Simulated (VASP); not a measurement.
# TiO2 in VASP: further runs

TiO2 is run at these levels: PBE; tasks: single point.

Everything below comes from runs of VASP 6.6.1. Logs are shortened: lines on timing, memory, paths and dates and some standing lists are left out, and cuts for length are marked.

### Step 1. The cell of the first run

It takes space group R-3m (No. 166, trigonal). The conventional cell has a = 2.728 Å, b = 2.728 Å, c = 19.080 Å, α = 90.00°, β = 90.00°, γ = 120.00°. Within 2.4 Å of Ti (site symmetry -3m) lie 6 O at 1.80 Å. Within 2.4 Å of O (site symmetry 3m) lie 3 Ti at 1.80 Å and 3 O at 2.36 Å.

### Step 2. Single point, PBE

Contents of INCAR:

```
SYSTEM = TiO2
ALGO = Normal ; EDIFF = 1E-6
ENCUT = 600 ; GGA = PE
GGA_COMPAT = .FALSE. ; ISIF = 2
ISMEAR = -5 ; ISYM = 0
LASPH = .TRUE. ; LCHARG = .FALSE.
LREAL = .FALSE. ; LWAVE = .FALSE.
NBANDS = 19 ; NELECT = 25.0
NELM = 120 ; PREC = Accurate
SIGMA = 0.1
```

Contents of KPOINTS:

```
k-points
0
G
  2 5 2
  0 0 0
```

Contents of POSCAR:

```
TiO2
1.0
    1.3640338241      0.7875252955      6.3600242149
   -1.3640338241      0.7875252955      6.3600242149
    0.0000000000     -1.5750505911      6.3600242149
Ti O
1 2
Direct
    0.0000000000      0.0000000000      0.0000000000
    0.6204670000      0.6204670000      0.6204670000
    0.3795330000      0.3795330000      0.3795330000
```

Potentials or basis: VASP PAW PBE potentials, release 64 (Ti_sv, O).

Launch:

```
$ cat potpaw_PBE.64/Ti_sv/POTCAR potpaw_PBE.64/O/POTCAR > POTCAR
$ mpirun -np 1 vasp_std > vasp.out
```

OUTCAR:

```text
SYSTEM = TiO2
   EDIFF = 1E-6
   ENCUT = 600
   GGA = PE
   ISIF = 2
   ISMEAR = -5
   ISYM = 0
   LASPH = .TRUE.
   LREAL = .FALSE.
   NELECT = 25.0
   NELM = 120
   PREC = Accurate

 ion  position               nearest neighbor table
   1  0.000  0.000  0.000-   2 1.80   2 1.80   3 1.80   3 1.80   2 1.80   3 1.80
   2  0.620  0.620  0.620-   1 1.80   1 1.80   1 1.80
   3  0.380  0.380  0.380-   1 1.80   1 1.80   1 1.80

IMPORTANT INFORMATION: All symmetrisations will be switched off!
NOSYMM: (Re-)initialisation of all symmetry stuff for point group C_1.

----------------------------------------------------------------------------------------

                                     Primitive cell

  volume of cell :      40.9921

  direct lattice vectors                    reciprocal lattice vectors
     1.364033824  0.787525296  6.360024215     0.366559825  0.211633414  0.052410702
    -1.364033824  0.787525296  6.360024215    -0.366559825  0.211633414  0.052410702
     0.000000000 -1.575050591  6.360024215     0.000000000 -0.423266827  0.052410702

  length of vectors
     6.552151737  6.552151737  6.552151737     0.426499342  0.426499342  0.426499342

  position of ions in fractional coordinates (direct lattice)
     0.000000000  0.000000000  0.000000000
     0.620467000  0.620467000  0.620467000
     0.379533000  0.379533000  0.379533000

  ion indices of the primitive-cell ions
   primitive index   ion index
                 1           1
                 2           2
                 3           3

----------------------------------------------------------------------------------------

 KPOINTS: k-points

Automatic generation of k-mesh.
 Grid dimensions read from file:
 generate k-points for:    2    5    2

 Generating k-lattice:

  Cartesian coordinates                     Fractional coordinates (reciprocal lattice)
     0.183279913  0.105816707  0.026205351     0.500000000  0.000000000 -0.000000000
    -0.073311965  0.042326683  0.010482140     0.000000000  0.200000000 -0.000000000
     0.000000000 -0.211633414  0.026205351    -0.000000000 -0.000000000  0.500000000

  Length of vectors
     0.213249671  0.085299868  0.213249671

  Shift w.r.t. Gamma in fractional coordinates (k-lattice)
     0.000000000  0.000000000  0.000000000

 -----------------------------------------------------------------------------
|                                                                             |
|           W    W    AA    RRRRR   N    N  II  N    N   GGGG   !!!           |
[... 60 lines left out ...]
   EDIFFG = 0.1E-04   stopping-criterion for IOM
   NSW    =      0    number of steps for IOM
   IBRION =     -1    ionic relax: 0-MD 1-quasi-New 2-CG
   NFREE  =      0    steps in history (QN), initial steepest desc. (CG)
   ISIF   =      2    stress and relaxation
   ISYM   =      0    0-nonsym 1-usesym 2-fastsym
   POTIM  = 0.5000    time-step for ionic-motion
   TEBEG  =    0.0;   TEEND  =   0.0 temperature during run
   PSTRESS=    0.0 pullay stress
   NELECT =      25.0000    total number of electrons
   NUPDOWN=      -1.0000    fix difference up-down
   EMIN   =  10.00;   EMAX   =-10.00  energy-range for DOS
   EFERMI =   0.00;   METHOD = LEGACY
   ISMEAR =    -5;   SIGMA  =   0.10  broadening in eV -4-tet -1-fermi 0-gaus
   EFERMI_NEDOS =   21; number of points for ismear=-14 and -15
   IALGO  =     38    algorithm
   IMIX   =      4    mixing-type and parameters
     AMIX     =   0.40;   BMIX     =  1.00
     AMIX_MAG =   1.60;   BMIX_MAG =  1.00
  volume/ion in A,a.u.               =      13.66        92.21
  Fermi-wavevector in a.u.,A,eV,Ry     =   1.388316  2.623537 26.224153  1.927421
  Thomas-Fermi vector in A             =   2.512454
   LORBIT       =      0    0 simple, 1 ext, 2 COOP (PROOUT), +10 PAW based schemes
   GGA     = PE    functional components
   LHFCALC =     F    Hartree Fock is set to
   AEXX    =    0.0000 exact exchange contribution
   IVDW    =     0    specifies the selected vdW correction
   LEPSILON=     F    determine dielectric tensor
   LRPA    =     F    only Hartree local field effects (RPA)
 non-spin polarized calculation
 Fermi weights with tetrahedron method with Bloechl corrections
  energy-cutoff  :      600.00
  volume of cell :       40.99
 maximum number of plane-waves:      1403
 NGX is ok and might be reduce to    54

 number of electron      25.0000003 magnetization

 Free energy of the ion-electron system (eV)
  ---------------------------------------------------
  ext. energy  EPLUGINS =         0.00000000
  ---------------------------------------------------
  free energy    TOTEN  =       -18.54767582 eV

  energy without entropy =      -18.54767582  energy(sigma->0) =      -18.54767582

 E-fermi :   6.1494     XC(G=0):  -9.7390

 val. band max:        6.0376621453   @ k =   0.5000  -0.0000   0.5000
 cond. band min:       5.8839909959   @ k =   0.0000   0.0000   0.0000
 fundamental gap:     -0.1536711494
 Fermi energy:         6.1494140892

 k-point     1 :       0.0000    0.0000    0.0000
  band No.  band energies     occupation
      1     -52.6380      2.00000
      2     -29.1885      2.00000
      3     -28.5702      2.00000
      4     -28.4940      2.00000
      5     -16.9445      2.00000
      6     -13.9960      2.00000
[... 241 lines left out ...]
      6     -14.1666      2.00000
[... 11 lines left out ...]
     18      11.4679      0.00000
     19      11.8098      0.00000

------------------------ aborting loop because EDIFF is reached ----------------------------------------

  FORCE on cell =-STRESS in cart. coord.  units (eV):
  Direction    XX          YY          ZZ          XY          YZ          ZX
  --------------------------------------------------------------------------------------
  -------------------------------------------------------------------------------------
  Total       27.7269655     27.0054524     23.1229320     -0.6248517      0.8632531     -1.4952035
  in kB     1083.7104290   1055.5100392    903.7614524    -24.4223736     33.7403110    -58.4401339
  external PRESSURE =    1014.3273069 kB  Pullay stress =       0.0000000 kB

 VOLUME and BASIS-vectors are now :
 -----------------------------------------------------------------------------
  energy-cutoff  :      600.00
  volume of cell :       40.99
      direct lattice vectors                 reciprocal lattice vectors
     1.364033824  0.787525296  6.360024215     0.366559825  0.211633414  0.052410702
    -1.364033824  0.787525296  6.360024215    -0.366559825  0.211633414  0.052410702
     0.000000000 -1.575050591  6.360024215     0.000000000 -0.423266827  0.052410702

 POSITION                                       TOTAL-FORCE (eV/Angst)
 -----------------------------------------------------------------------------------
      0.00000      0.00000      0.00000         0.000001      0.000001     -0.000009
      0.00000     -0.00000     11.83856         0.841633     -0.485919     -8.151636
      0.00000     -0.00000      7.24152        -0.841634      0.485919      8.151645
 -----------------------------------------------------------------------------------
    total drift:                                0.000003     -0.000000      0.000005

  FREE ENERGIE OF THE ION-ELECTRON SYSTEM (eV)
  ---------------------------------------------------
  free  energy   TOTEN  =       -18.5476758211 eV

  energy  without entropy=      -18.5476758211  energy(sigma->0) =      -18.54767582
```

OSZICAR:

```text
N       E                     dE             d eps       ncg     rms          rms(c)
DAV:   1     0.324765405419E+03    0.32477E+03   -0.14399E+04   456   0.160E+03
DAV:   2     0.571898406886E+01   -0.31905E+03   -0.30299E+03   503   0.439E+02
DAV:   3    -0.247228768774E+02   -0.30442E+02   -0.30022E+02   515   0.143E+02
DAV:   4    -0.262793656978E+02   -0.15565E+01   -0.15541E+01   662   0.284E+01
DAV:   5    -0.263057598303E+02   -0.26394E-01   -0.26403E-01   516   0.366E+00    0.334E+01
DAV:   6    -0.189113895853E+02    0.73944E+01   -0.32300E+01   676   0.679E+01    0.125E+01
DAV:   7    -0.186819007325E+02    0.22949E+00   -0.67287E+00   537   0.266E+01    0.120E+01
DAV:   8    -0.185408873244E+02    0.14101E+00   -0.13978E+00   521   0.122E+01    0.437E+00
DAV:   9    -0.185470308660E+02   -0.61435E-02   -0.23947E-01   529   0.331E+00    0.791E-01
DAV:  10    -0.185470348853E+02   -0.40193E-05   -0.16952E-02   545   0.932E-01    0.414E-01
DAV:  11    -0.185478385489E+02   -0.80366E-03   -0.65395E-03   474   0.873E-01    0.202E-01
DAV:  12    -0.185477236486E+02    0.11490E-03   -0.53547E-04   513   0.216E-01    0.447E-02
DAV:  13    -0.185476772520E+02    0.46397E-04   -0.90824E-05   471   0.798E-02    0.977E-03
DAV:  14    -0.185476722160E+02    0.50360E-05   -0.82982E-06   635   0.244E-02    0.397E-03
DAV:  15    -0.185476763712E+02   -0.41552E-05   -0.51436E-07   255   0.521E-03    0.299E-03
DAV:  16    -0.185476758211E+02    0.55005E-06   -0.77360E-08   246   0.257E-03
   1 F= -.18547676E+02 E0= -.18547676E+02  d E =0.000000E+00
```

Run time: 45 s. Hardware: 1 thread of AMD EPYC 9R45 (Zen 5), shared host; peak memory 0.33 GiB.

Results:

* Free energy: -18.5477 eV
* Largest force: 8.209 eV/Å

Forces on the atoms (eV/Å):
```
Ti   0.000  0.000  0.000
O    0.842 -0.486 -8.152
O   -0.842  0.486  8.152
```

Levels at points of the mesh, in eV from the Fermi level:
```csv
k point,band 8,band 9,band 10,band 11,band 12,band 13,band 14,band 15,band 16,band 17
"(0.00, 0.00, 0.00)",-9.22,-9.16,-6.07,-4.63,-4.60,-0.63,-0.27,-0.13,2.38,5.64
"(0.50, 0.00, 0.00)",-8.07,-7.43,-6.94,-5.65,-5.63,-0.19,1.54,1.62,5.26,5.68
"(0.00, 0.00, 0.50)",-8.07,-7.43,-6.94,-5.65,-5.63,-0.19,1.54,1.62,5.26,5.68
"(0.50, 0.00, 0.50)",-8.03,-7.46,-6.99,-5.62,-5.60,-0.11,1.49,1.62,4.94,5.28
```

Caveat: the k points lie up to 1.34 Å⁻¹ apart; the cell carries a net charge on a neutralising background, which shifts energy and pressure; the cell is charged against a uniform background, so pressure and absolute levels hang on convention; an odd number of electrons without spin polarisation forces a metal; a magnetic or distorted state may lie lower; semilocal functionals often make such compounds metallic where correlation or magnetic order opens a gap, which also shifts bond lengths; tetrahedron occupations give inexact forces and stress in metals.

### Step 3. Single point, PBE

This run uses another cell than the first one, of 24.94 Å³/atom, 1.825 times its volume.

Contents of INCAR:

```
  PREC = Accurate
  ENCUT = 600
  EDIFF = 1E-6
  ISMEAR = 0
  SIGMA = 0.44
  LREAL = False
  LASPH = True
  NELM = 120
  ALGO = Normal
  ISIF = 2
  LWAVE = False
  LCHARG = True
  GGA = PE
  LELF = True
  LVHAR = True
  NBANDS = 19
  GGA_COMPAT = False
```

Contents of KPOINTS:

```
Automatic mesh
0
Gamma
  3 3 3
```

Contents of POSCAR:

```
TiO2
1.0
    1.6670331521      0.9624620391      7.7728066759
   -1.6670331521      0.9624620391      7.7728066759
    0.0000000000     -1.9249240782      7.7728066759
Ti O
1 2
Direct
    0.0000000000      0.0000000000      0.0000000000
    0.6204670000      0.6204670000      0.6204670000
    0.3795330000      0.3795330000      0.3795330000
```

Potentials or basis: VASP PAW PBE potentials, release 64 (Ti_sv, O).

Launch:

```
$ cat potpaw_PBE.64/Ti_sv/POTCAR potpaw_PBE.64/O/POTCAR > POTCAR
$ mpirun -np 1 vasp_std > vasp.out
```

It took 63 s on 1 thread of AMD EPYC 9R45 (Zen 5), shared host; peak memory 0.48 GiB.

The run converged. Its results:

| Property | Result |
| --- | --- |
| Free energy | -24.7104 eV |
| Pressure | -20.3 GPa |
| Largest force | 2.878 eV/Å |
| Band gap on the k mesh | 1.87 eV, indirect (least direct gap 1.95 eV) |

Forces in eV/Å, atoms in the order of the input:
```
Ti   0.000  0.000  0.000
O    0.000  0.000  2.878
O    0.000  0.000 -2.878
```

Stress tensor (GPa, compression positive):
```
-23.67   0.00   0.00
  0.00 -23.67   0.00
  0.00   0.00 -13.48
```

Levels at points of the mesh, in eV from the valence-band top:
```csv
k point,band 9,band 10,band 11,band 12,band 13,band 14,band 15,band 16
"(0.00, 0.00, 0.00)",-2.39,-0.09,-0.08,-0.08,1.87,1.87,2.82,4.58
```

Caveat: the k points lie up to 0.73 Å⁻¹ apart; forces of over 1 eV/Å act on the atoms, so gaps and moduli don't describe the material at rest. A k mesh can miss the band edges.

### Step 4. Single point, PBE

This run uses another cell than the first one, of 18.07 Å³/atom, 1.323 times its volume.

Contents of INCAR:

```
SYSTEM = TiO2
  PREC = Accurate
  ENCUT = 600
  EDIFF = 1E-6
  ISMEAR = -1
  SIGMA = 0.025851999786435532
  LREAL = .FALSE.
  LASPH = .TRUE.
  NELM = 120
  ALGO = Normal
  ISIF = 2
  LWAVE = .FALSE.
  LCHARG = .FALSE.
  GGA = PE
  NBANDS = 19
  GGA_COMPAT = .FALSE.
```

Contents of KPOINTS:

```
Automatic mesh
0
G
  3 3 3
  0 0 0
```

Contents of POSCAR:

```
TiO2
1.0
    1.4973312015      0.8644845722      6.9815443949
   -1.4973312015      0.8644845722      6.9815443949
    0.0000000000     -1.7289691445      6.9815443949
Ti O
1 2
Direct
    0.0096396554      0.0096396554     -0.0192793107
    0.6204670000      0.6204670000      0.6204670000
    0.3795330000      0.3795330000      0.3795330000
```

Launch:

```
$ cat potpaw_PBE.64/Ti_sv/POTCAR potpaw_PBE.64/O/POTCAR > POTCAR
$ mpirun -np 1 vasp_std > vasp.out
```

It took 56 s on 1 thread of AMD EPYC 9R45 (Zen 5), shared host; peak memory 0.42 GiB.

It converged, with:

* Free energy: -26.4380 eV
* Pressure: -0.1 GPa
* Largest force: 0.102 eV/Å
* Band gap on the k mesh: 2.88 eV, indirect (the least direct gap lies 1.6 meV higher)

Forces on the atoms (eV/Å):
```
Ti   0.000  0.102 -0.005
O    0.000 -0.071  0.056
O    0.000 -0.031 -0.052
```

Stress tensor (GPa, compression positive):
```
 0.04  0.00  0.00
 0.00  0.21  0.12
 0.00  0.12 -0.56
```

Levels at points of the mesh, in eV from the valence-band top:
```tsv
k point	band 8	band 9	band 10	band 11	band 12	band 13	band 14	band 15	band 16	band 17
(0.00, 0.00, 0.00)	-3.39	-3.39	-0.41	-0.01	0.00	2.88	2.89	4.53	7.00	7.01
```

Caveat: the k points lie up to 0.81 Å⁻¹ apart. A k mesh can miss the band edges.

### Step 5. Single point, PBE

This run uses another cell than the first one, of 18.07 Å³/atom, 1.323 times its volume.

Contents of INCAR:

```
SYSTEM = TiO2
PREC = Accurate
ENCUT = 600
EDIFF = 1E-6
ISMEAR = 0
SIGMA = 0.1
LREAL = .False.
LASPH = .True.
NELM = 120
ALGO = Normal
ISIF = 2
LWAVE = .False.
LCHARG = .False.
GGA = PE
NBANDS = 19
GGA_COMPAT = .False.
```

Contents of KPOINTS:

```
regular mesh
0
Gamma
  6 6 6
  0 0 0
```

Contents of POSCAR:

```
TiO2
1.0
    1.4973312015      0.8644845722      6.9815443949
   -1.4973312015      0.8644845722      6.9815443949
    0.0000000000     -1.7289691445      6.9815443949
Ti O
1 2
Direct
    0.1960000000      0.7610000000      0.4170000000
    0.8164670000      1.3814670000      1.0374670000
    0.5755330000      1.1405330000      0.7965330000
```

Launch:

```
$ cat potpaw_PBE.64/Ti_sv/POTCAR potpaw_PBE.64/O/POTCAR > POTCAR
$ mpirun -np 1 vasp_std > vasp.out
```

It took 2.4 min on 1 thread of AMD EPYC 9R45 (Zen 5), shared host; peak memory 0.44 GiB.

It converged, with:

```yaml
Free_energy: -26.4987 eV
Pressure: -0.4 GPa
Largest_force: 0.043 eV/Å
Band_gap_on_the_k_mesh: 2.67 eV, indirect (least direct gap 2.85 eV)
```

Forces in eV/Å, atoms in the order of the input:
```
Ti   0.000  0.000  0.000
O    0.000  0.000  0.043
O    0.000  0.000 -0.043
```

Stress tensor (GPa, compression positive):
```
-0.37  0.00  0.00
 0.00 -0.37  0.00
 0.00  0.00 -0.45
```

Levels at points of the mesh, in eV from the valence-band top:
```tsv
k point	band 8	band 9	band 10	band 11	band 12	band 13	band 14	band 15	band 16	band 17
(0.00, 0.00, 0.00)	-3.59	-3.59	-0.60	-0.18	-0.18	2.67	2.67	4.36	6.82	6.82
(0.50, 0.00, 0.00)	-2.75	-2.53	-1.66	-1.20	-0.63	2.92	3.70	3.77	6.25	6.71
(0.50, 0.50, 0.00)	-2.75	-2.53	-1.66	-1.20	-0.62	2.92	3.70	3.77	6.24	6.71
(0.50, 0.50, 0.50)	-3.59	-3.59	-0.66	-0.18	-0.18	2.67	2.67	4.37	6.82	6.82
```

### Step 6. The runs side by side

```csv
cell,k mesh,smearing,gap on the mesh (eV),pressure (GPa),largest force (eV/Å)
"a = 8.008 Å, angles 24.0°, 3 atoms",3 × 3 × 3,gaussian 0.44 eV,1.87,-20.3,2.88
"a = 7.192 Å, angles 24.0°, 3 atoms",3 × 3 × 3,fermi-dirac 0.025852 eV,2.88,-0.1,0.10
"a = 7.192 Å, angles 24.0°, 3 atoms",6 × 6 × 6,gaussian 0.1 eV,2.67,-0.4,0.04
```

Some of these runs hold the atoms at other places in the same cell, which the table doesn't show; runs alike in all that it shows share one row.

Alike in all rows: task single point; level PBE; potentials or basis VASP PAW PBE potentials, release 64 (Ti_sv, O); no spin polarisation; cutoff (eV) 600.

Caveats: some runs use coarse meshes; forces of over 1 eV/Å act on the atoms, so gaps and moduli don't describe the material at rest (some runs).

Total energies depend on the potentials used, so only differences within one code and one set of settings carry meaning.
